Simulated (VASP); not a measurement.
The system is Fe2Pt.

```
Fe Pt
1.0
     2.66515    0.00000    0.00000
    -1.33258    2.30809    0.00000
     0.00000    0.00000   12.60252
Fe Pt
4 2
Direct
  0.33333 0.66667 0.91667
  0.33333 0.66667 0.58333
  0.66667 0.33333 0.08333
  0.66667 0.33333 0.41667
  0.33333 0.66667 0.25000
  0.66667 0.33333 0.75000
```

```yaml
Program: VASP 6.6.1
Task: relaxation of cell and atoms
Functional: PBE
Potentials_or_basis: VASP PAW PBE potentials, release 64 (Fe, Pt)
Cutoff: 600 eV
k_mesh: 6 × 6 × 2
Occupations: gaussian, width 0.1 eV
Spin: collinear spin, ferromagnetic start
Starting_moments: "[4.0, 4.0, 4.0, 4.0, 0.0, 0.0] μB"
```

At the start: pressure 11.2 GPa; volume 12.92 Å³/atom.

Problem. Where does the relaxation end?

Solution. Over 8 steps the energy falls by 41.7 meV/atom and the volume is 13.56 Å³/atom (+5.0 %); space group P6_3/mmc (No. 194, to 0.1 Å) before and after; moment 11.67 μB per cell.

The path:
```csv
step,energy change (eV),largest force (eV/Å),pressure (GPa),volume (Å³)
1,0.0000,1.0174,11.22,77.52
2,0.0621,0.1809,-13.33,88.08
3,-0.2239,0.3195,-2.11,82.18
4,-0.2241,0.3331,-1.81,82.06
5,-0.2491,0.0063,0.67,81.06
6,-0.2498,0.0529,0.29,81.20
7,-0.2503,0.0086,-0.27,81.40
8,-0.2503,0.0167,-0.17,81.37
```

Final structure:
```
CELL_PARAMETERS angstrom
2.68067 0.00000 0.00000
-1.34033 2.32153 0.00000
0.00000 0.00000 13.07512
ATOMIC_POSITIONS crystal
Fe 0.33333 0.66667 0.91984
Fe 0.33333 0.66667 0.58016
Fe 0.66667 0.33333 0.08016
Fe 0.66667 0.33333 0.41984
Pt 0.33333 0.66667 0.25000
Pt 0.66667 0.33333 0.75000
```

Caveat: the k points lie up to 0.45 Å⁻¹ apart in the final cell.
